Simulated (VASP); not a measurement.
Crystal: Au.

```
Au
1.0
     2.65000    0.00000    0.00000
     0.00000    2.65000    0.00000
     0.00000    0.00000    2.65000
Au
1
Direct
  0.00000 0.00000 0.00000
```

- Program: VASP 6.6.1
- Task: relaxation of cell and atoms
- Functional: LDA
- Potentials or basis: VASP PAW LDA potentials, release 64 (Au)
- Cutoff: 600 eV
- k mesh: 17 × 17 × 17
- Occupations: fermi-dirac, width 0.05 eV
- Spin: no spin polarisation

At the start: pressure 3.8 GPa; volume 18.61 Å³/atom.

Task: Where does the relaxation end?

Result: Over 3 steps the energy falls by 5.4 meV/atom and the volume is 19.08 Å³/atom (+2.5 %); space group Pm-3m (No. 221, to 0.05 Å).

The path:
| step | energy change (eV) | largest force (eV/Å) | pressure (GPa) | volume (Å³) |
| --- | --- | --- | --- | --- |
| 1 | 0.0000 | 0.0000 | 3.78 | 18.61 |
| 2 | 0.0064 | 0.0000 | -4.94 | 19.82 |
| 3 | -0.0054 | 0.0000 | -0.03 | 19.08 |

Final structure:
```cif
data_structure
_symmetry_space_group_name_H-M 'P 1'
_symmetry_Int_Tables_number 1
_cell_length_a 2.6723
_cell_length_b 2.6723
_cell_length_c 2.6723
_cell_angle_alpha 90.000
_cell_angle_beta 90.000
_cell_angle_gamma 90.000
_cell_volume 19.08
loop_
_atom_site_label
_atom_site_type_symbol
_atom_site_fract_x
_atom_site_fract_y
_atom_site_fract_z
_atom_site_occupancy
Au1 Au 0.00000 0.00000 0.00000 1
```
